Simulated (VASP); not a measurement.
Here is a VASP 6.6.1 calculation.

INCAR

```
SYSTEM = SnSe2
ALGO = Normal
EDIFF = 1E-7
ENCUT = 520
GGA = PS
ISIF = 2
ISMEAR = 0
IVDW = 12
LASPH = .True.
LCHARG = .False.
LREAL = .False.
LWAVE = .False.
NBANDS = 20
NELM = 60
PREC = Accurate
SIGMA = 0.05
```

File KPOINTS:

```
k-points
0
Gamma
  12 12 6
  0 0 0
```

Contents of POSCAR:

```
SnSe2
1.0
    3.9634387328      0.0000000000      0.0000000000
   -1.9817193664      3.4324386290      0.0000000000
    0.0000000000      0.0000000000      5.6460400000
Sn Se
1 2
Direct
    0.0000000000      0.0000000000      0.0000000000
    0.3333333333      0.6666666667      0.2500000000
    0.6666666667      0.3333333333      0.7500000000
```

Potentials or basis: VASP PAW PBE potentials, release 64 (Sn_d, Se).

The run is started by

```sh
$ cat potpaw_PBE.64/Sn_d/POTCAR potpaw_PBE.64/Se/POTCAR > POTCAR
$ mpirun -np 1 vasp_std > vasp.out
```

Problem. Predict the largest force.

Solution. 1.089 eV/Å.

Problem. What does it give for the dispersion energy per atom?

Solution. -0.330 eV.

Problem. Predict the pressure.

Solution. 0.2 GPa.

Forces on the atoms (eV/Å):
```
Sn   0.000  0.000  0.000
Se   0.000  0.000  1.089
Se   0.000  0.000 -1.089
```

Caveat: the cell differs from its parent crystal (strain +0.040 along x and y, -0.080 along z); the PAW data sets were made with another functional, which shifts forces and pressure a little.
